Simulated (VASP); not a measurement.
A run of VASP 6.6.1 is set up as follows.

File INCAR:

```
SYSTEM = Al3H8
PREC = Accurate
ENCUT = 600
EDIFF = 1E-6
ISMEAR = 0
SIGMA = 0.1
LREAL = .FALSE.
LASPH = .TRUE.
NELM = 60
ALGO = Normal
ISIF = 3
LWAVE = .FALSE.
LCHARG = .FALSE.
GGA = PE
IBRION = 2
NSW = 90
EDIFFG = -0.04
```

File KPOINTS:

```
Automatic mesh
0
G
  6 6 4
  0 0 0
```

Contents of POSCAR:

```
Al3H8
1.0
    3.9723659000      0.0000000000      0.0000000000
   -1.9861829500      3.4401697800      0.0000000000
    0.0000000000      0.0000000000      6.8681996000
Al H
3 8
Direct
    0.0000000000      0.0000000000      0.0000000000
    0.3333333300      0.6666666700      0.9072665300
    0.6666666700      0.3333333300      0.0927334700
    0.0879956000      0.7019334200      0.6624982300
    0.2980665800      0.3860621800      0.6624982300
    0.6139378200      0.9120044000      0.6624982300
    0.9120044000      0.2980665800      0.3375017700
    0.7019334200      0.6139378200      0.3375017700
    0.3860621800      0.0879956000      0.3375017700
    0.3333333300      0.6666666700      0.2043198300
    0.6666666700      0.3333333300      0.7956801700
```

Potentials or basis: VASP PAW PBE potentials, release 64 (Al, H).

The run is started by

```sh
$ cat potpaw_PBE.64/Al/POTCAR potpaw_PBE.64/H/POTCAR > POTCAR
$ mpirun -np 1 vasp_std > vasp.out
```

**Question.** Predict the relaxed cell.

**Answer.** a = 5.357 Å, b = 5.357 Å, c = 4.160 Å, α = 90.00°, β = 90.00°, γ = 120.00°.

**Question.** What does it give for the relaxed volume?

**Answer.** 9.40 Å³/atom.

Forces in eV/Å, atoms in the order of the input:
```
Al   0.000  0.000  0.000
Al   0.000  0.000  0.026
Al   0.000  0.000 -0.026
H    0.025 -0.022 -0.001
H    0.007  0.033 -0.001
H   -0.032 -0.011 -0.001
H   -0.025  0.022  0.001
H   -0.007 -0.033  0.001
H    0.032  0.011  0.001
H    0.000  0.000  0.034
H    0.000  0.000 -0.034
```
